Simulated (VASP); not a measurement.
# Sc (P6_3/mmc) in VASP: single point with PBE

Aim: the single point of Sc with PBE.

Program: VASP 6.6.1. These are calculated values, not measurements. Logs are shortened: lines on timing, memory, paths and dates and some standing lists are left out, and cuts for length are marked.

## 1. The cell of the first run

Symmetry: P6_3/mmc, No. 194, hexagonal system. Conventional cell: a = 3.289 Å, b = 3.289 Å, c = 5.265 Å, α = 90.00°, β = 90.00°, γ = 120.00°. Within 4.3 Å of Sc (site symmetry -6m2) lie 12 Sc at 3.25 to 3.29 Å.

## 2. Single point, PBE

File INCAR:

```
SYSTEM = Sc
PREC = Accurate
ENCUT = 500
EDIFF = 1E-6
ISMEAR = 0
SIGMA = 0.1
LREAL = .False.
LASPH = .True.
NELM = 120
ALGO = Normal
ISIF = 2
LWAVE = .False.
LCHARG = .False.
GGA = PE
NBANDS = 18
GGA_COMPAT = .False.
```

File KPOINTS:

```
Automatic mesh
0
Gamma
  6 6 4
  0 0 0
```

File POSCAR:

```
Sc
1.0
    3.2893584028      0.0000000000      0.0000000000
   -1.6446792014      2.8486679390      0.0000000000
    0.0000000000      0.0000000000      5.2648487340
Sc
2
Direct
    0.3333333333      0.6666666667      0.2500000000
    0.6666666667      0.3333333333      0.7500000000
```

Potentials or basis: VASP PAW PBE potentials, release 64 (Sc_sv).

Launch:

```bash
> cat potpaw_PBE.64/Sc_sv/POTCAR > POTCAR
> mpirun -np 1 vasp_std > vasp.out
```

OUTCAR:

```text
SYSTEM = Sc
   PREC = Accurate
   ENCUT = 500
   EDIFF = 1E-6
   ISMEAR = 0
   LREAL = .False.
   LASPH = .True.
   NELM = 120
   ISIF = 2
   GGA = PE

 ion  position               nearest neighbor table
   1  0.333  0.667  0.250-   2 3.25   2 3.25   2 3.25   2 3.25   2 3.25   2 3.25
   2  0.667  0.333  0.750-   1 3.25   1 3.25   1 3.25   1 3.25   1 3.25   1 3.25

  LATTYP: Found a hexagonal cell.
 ALAT       =     3.2893584028
 C/A-ratio  =     1.6005701080

  Lattice vectors:

 A1 = (   3.2893584028,   0.0000000000,   0.0000000000)
 A2 = (  -1.6446792014,   2.8486679390,   0.0000000000)
 A3 = (   0.0000000000,   0.0000000000,   5.2648487340)

Analysis of symmetry for initial positions (statically):
=====================================================================
 Subroutine PRICEL returns:
 Original cell was already a primitive cell.

 Routine SETGRP: Setting up the symmetry group for a
 hexagonal supercell.

 Subroutine GETGRP returns: Found 24 space group operations
 (whereof 12 operations were pure point group operations)
 out of a pool of 24 trial point group operations.

The static configuration has the point symmetry D_3d.
 The point group associated with its full space group is D_6h.

Analysis of symmetry for dynamics (positions and initial velocities):
=====================================================================
 Subroutine PRICEL returns:
 Original cell was already a primitive cell.

 Routine SETGRP: Setting up the symmetry group for a
 hexagonal supercell.

 Subroutine GETGRP returns: Found 24 space group operations
 (whereof 12 operations were pure point group operations)
 out of a pool of 24 trial point group operations.

The dynamic configuration has the point symmetry D_3d.
 The point group associated with its full space group is D_6h.

 Subroutine INISYM returns: Found 24 space group operations
 (whereof 12 operations are pure point group operations),
 and found     1 'primitive' translations

----------------------------------------------------------------------------------------

                                     Primitive cell

  volume of cell :      49.3332

  direct lattice vectors                    reciprocal lattice vectors
     3.289358403  0.000000000  0.000000000     0.304010654  0.175520633  0.000000000
    -1.644679201  2.848667939  0.000000000     0.000000000  0.351041266  0.000000000
     0.000000000  0.000000000  5.264848734     0.000000000  0.000000000  0.189938980

  length of vectors
     3.289358403  3.289358403  5.264848734     0.351041266  0.351041266  0.189938980

  position of ions in fractional coordinates (direct lattice)
     0.333333333  0.666666667  0.250000000
     0.666666667  0.333333333  0.750000000

  ion indices of the primitive-cell ions
   primitive index   ion index
                 1           1
                 2           2

----------------------------------------------------------------------------------------

 KPOINTS: Automatic mesh

Automatic generation of k-mesh.
 Grid dimensions read from file:
 generate k-points for:    6    6    4

 Generating k-lattice:

  Cartesian coordinates                     Fractional coordinates (reciprocal lattice)
     0.050668442  0.029253439  0.000000000     0.166666667  0.000000000  0.000000000
     0.000000000  0.058506878  0.000000000     0.000000000  0.166666667  0.000000000
     0.000000000  0.000000000  0.047484745     0.000000000  0.000000000  0.250000000

  Length of vectors
     0.058506878  0.058506878  0.047484745

  Shift w.r.t. Gamma in fractional coordinates (k-lattice)
     0.000000000  0.000000000  0.000000000

 Subroutine IBZKPT returns following result:
 ===========================================

 Found     21 irreducible k-points:

 Following reciprocal coordinates:
            Coordinates               Weight
  0.000000  0.000000  0.000000      1.000000
  0.166667 -0.000000  0.000000      6.000000
  0.333333 -0.000000  0.000000      6.000000
  0.500000 -0.000000  0.000000      3.000000
  0.166667  0.166667  0.000000      6.000000
  0.333333  0.166667  0.000000     12.000000
[... 13 lines left out ...]
  0.333333  0.166667  0.500000     12.000000
  0.333333  0.333333  0.500000      2.000000
   k-points           NKPTS =     21   k-points in BZ     NKDIM =     21   number of bands    NBANDS=     18
   number of dos      NEDOS =    301   number of ions     NIONS =      2
   total plane-waves  NPLWV =  23040
   dimension x,y,z NGX =    24 NGY =   24 NGZ =   40
   dimension x,y,z NGXF=    48 NGYF=   48 NGZF=   80
   ions per type =               2
   NGX,Y,Z   is equivalent  to a cutoff of  12.13, 12.13, 12.63 a.u.
   NGXF,Y,Z  is equivalent  to a cutoff of  24.26, 24.26, 25.26 a.u.
 SYSTEM =  Sc
   PREC   = accura    normal or accurate (medium, high low for compatibility)
   ISTART =      0    job   : 0-new  1-cont  2-samecut
   ICHARG =      2    charge: 1-file 2-atom 10-const
   ISPIN  =      1    spin polarized calculation?
   LNONCOLLINEAR =      F non collinear calculations
   LSORBIT =      F    spin-orbit coupling
   LASPH  =      T    aspherical Exc in radial PAW
   ENCUT  =  500.0 eV  36.75 Ry    6.06 a.u.   6.00  6.00  9.60*2*pi/ulx,y,z
   NELM   =    120;   NELMIN=  2; NELMDL= -5     # of ELM steps
   EDIFF  = 0.1E-05   stopping-criterion for ELM
   LREAL  =      F    real-space projection
   EDIFFG = 0.1E-04   stopping-criterion for IOM
   NSW    =      0    number of steps for IOM
   IBRION =     -1    ionic relax: 0-MD 1-quasi-New 2-CG
   NFREE  =      0    steps in history (QN), initial steepest desc. (CG)
   ISIF   =      2    stress and relaxation
   ISYM   =      2    0-nonsym 1-usesym 2-fastsym
   POTIM  = 0.5000    time-step for ionic-motion
   TEBEG  =    0.0;   TEEND  =   0.0 temperature during run
   PSTRESS=    0.0 pullay stress
   NELECT =      22.0000    total number of electrons
   NUPDOWN=      -1.0000    fix difference up-down
   EMIN   =  10.00;   EMAX   =-10.00  energy-range for DOS
   EFERMI =   0.00;   METHOD = LEGACY
   ISMEAR =     0;   SIGMA  =   0.10  broadening in eV -4-tet -1-fermi 0-gaus
   EFERMI_NEDOS =   21; number of points for ismear=-14 and -15
   IALGO  =     38    algorithm
   IMIX   =      4    mixing-type and parameters
     AMIX     =   0.40;   BMIX     =  1.00
     AMIX_MAG =   1.60;   BMIX_MAG =  1.00
  volume/ion in A,a.u.               =      24.67       166.46
  Fermi-wavevector in a.u.,A,eV,Ry     =   1.250747  2.363569 21.284514  1.564368
  Thomas-Fermi vector in A             =   2.384727
   LORBIT       =      0    0 simple, 1 ext, 2 COOP (PROOUT), +10 PAW based schemes
   GGA     = PE    functional components
   LHFCALC =     F    Hartree Fock is set to
   AEXX    =    0.0000 exact exchange contribution
   IVDW    =     0    specifies the selected vdW correction
   LEPSILON=     F    determine dielectric tensor
   LRPA    =     F    only Hartree local field effects (RPA)
 non-spin polarized calculation
 Gauss-broadening in eV      SIGMA  =   0.10
  energy-cutoff  :      500.00
  volume of cell :       49.33
 maximum number of plane-waves:      1272
 NGX is ok and might be reduce to    24
   NGX = 11   NGY = 11   NGZ = 19

 number of electron      22.0000004 magnetization

 Free energy of the ion-electron system (eV)
  ---------------------------------------------------
  ext. energy  EPLUGINS =         0.00000000
  ---------------------------------------------------
  free energy    TOTEN  =       -12.51226733 eV

  energy without entropy =      -12.49587574  energy(sigma->0) =      -12.50407154

 E-fermi :   3.6939     XC(G=0):  -9.8747

 val. band max:        3.6317904172   @ k =   0.3333   0.1667   0.2500
 cond. band min:       3.7092001939   @ k =   0.1667  -0.0000   0.0000
 fundamental gap:      0.0774097766
 Fermi energy:         3.6938520821

 k-point     1 :       0.0000    0.0000    0.0000
  band No.  band energies     occupation
      1     -45.7426      2.00000
      2     -45.6790      2.00000
      3     -24.5481      2.00000
      4     -24.2233      2.00000
      5     -24.2233      2.00000
      6     -24.1658      2.00000
[... 10 lines left out ...]
     17       6.0937      0.00000
     18       6.0937      0.00000

 k-point     2 :       0.1667   -0.0000    0.0000
  band No.  band energies     occupation
      1     -45.7299      2.00000
      2     -45.6738      2.00000
      3     -24.5137      2.00000
      4     -24.2935      2.00000
      5     -24.2458      2.00000
      6     -24.2378      2.00000
[... 10 lines left out ...]
     17       5.8821      0.00000
     18       6.0867      0.00000

 k-point     3 :       0.3333   -0.0000    0.0000
  band No.  band energies     occupation
      1     -45.7022      2.00000
      2     -45.6657      2.00000
      3     -24.4359      2.00000
      4     -24.4307      2.00000
      5     -24.3743      2.00000
      6     -24.2881      2.00000
[... 10 lines left out ...]
     17       6.8061      0.00000
     18       7.0004      0.00000

 k-point     4 :       0.5000   -0.0000    0.0000
  band No.  band energies     occupation
      1     -45.6853      2.00000
      2     -45.6646      2.00000
      3     -24.5077      2.00000
      4     -24.4397      2.00000
      5     -24.3697      2.00000
      6     -24.3085      2.00000
[... 312 lines left out ...]
      4     -24.4300      2.00000
      5     -24.2689      2.00000
      6     -24.2689      2.00000
[... 10 lines left out ...]
     17       7.1104      0.00000
     18       7.1113      0.00000

 k-point    20 :       0.3333    0.1667    0.5000
  band No.  band energies     occupation
      1     -45.6749      2.00000
      2     -45.6749      2.00000
      3     -24.4972      2.00000
      4     -24.4972      2.00000
      5     -24.3168      2.00000
      6     -24.3168      2.00000
[... 10 lines left out ...]
     17       7.4495      0.00000
     18       7.4496      0.00000

 k-point    21 :       0.3333    0.3333    0.5000
  band No.  band energies     occupation
      1     -45.6704      2.00000
      2     -45.6704      2.00000
      3     -24.4723      2.00000
      4     -24.4723      2.00000
      5     -24.3881      2.00000
      6     -24.3881      2.00000
[... 10 lines left out ...]
     17       7.3238      0.00000
     18       7.3238      0.00000

------------------------ aborting loop because EDIFF is reached ----------------------------------------

  FORCE on cell =-STRESS in cart. coord.  units (eV):
  Direction    XX          YY          ZZ          XY          YZ          ZX
  --------------------------------------------------------------------------------------
  -------------------------------------------------------------------------------------
  Total        0.2546120      0.2546120     -0.5716206      0.0000000      0.0000000     -0.0000000
  in kB        8.2689544      8.2689544    -18.5643397      0.0000000      0.0000000     -0.0000000
  external PRESSURE =      -0.6754770 kB  Pullay stress =       0.0000000 kB

 VOLUME and BASIS-vectors are now :
 -----------------------------------------------------------------------------
  energy-cutoff  :      500.00
  volume of cell :       49.33
      direct lattice vectors                 reciprocal lattice vectors
     3.289358403  0.000000000  0.000000000     0.304010654  0.175520633  0.000000000
    -1.644679201  2.848667939  0.000000000     0.000000000  0.351041266  0.000000000
     0.000000000  0.000000000  5.264848734     0.000000000  0.000000000  0.189938980

 POSITION                                       TOTAL-FORCE (eV/Angst)
 -----------------------------------------------------------------------------------
     -0.00000      1.89911      1.31621         0.000000      0.000000      0.000000
      1.64468      0.94956      3.94864         0.000000     -0.000000      0.000000
 -----------------------------------------------------------------------------------
    total drift:                               -0.000000      0.000000     -0.000000

  FREE ENERGIE OF THE ION-ELECTRON SYSTEM (eV)
  ---------------------------------------------------
  free  energy   TOTEN  =       -12.5122673348 eV

  energy  without entropy=      -12.4958757389  energy(sigma->0) =      -12.50407154
```

Run time: 12 s. Hardware: 1 thread of Intel Xeon Platinum 8488C (Sapphire Rapids), shared host; peak memory 0.15 GiB.

Results:

| Quantity | Value |
| --- | --- |
| Free energy | -12.5123 eV |
| Pressure | -0.1 GPa |
| Band gap on the k mesh | zero (band 11 reaches 4.56 eV, above the bottom of band 12 at 3.22 eV) |

Levels at points of the mesh, in eV from the Fermi level:
| k point | band 7 | band 8 | band 9 | band 10 | band 11 | band 12 | band 13 | band 14 | band 15 | band 16 |
| --- | --- | --- | --- | --- | --- | --- | --- | --- | --- | --- |
| (0.00, 0.00, 0.00) | -27.86 | -27.83 | -5.15 | -1.70 | 0.40 | 1.59 | 1.59 | 1.69 | 2.00 | 2.00 |
| (0.50, 0.00, 0.00) | -27.93 | -27.91 | -1.60 | -1.06 | -0.71 | -0.29 | 1.20 | 1.43 | 1.75 | 3.78 |
| (0.00, 0.00, 0.50) | -27.89 | -27.89 | -3.66 | -3.66 | 0.87 | 0.87 | 1.54 | 1.54 | 1.54 | 1.54 |
| (0.50, 0.00, 0.50) | -27.94 | -27.94 | -1.49 | -1.49 | 0.03 | 0.03 | 1.25 | 1.25 | 2.41 | 2.41 |

Caveat: the k points lie up to 0.37 Å⁻¹ apart.
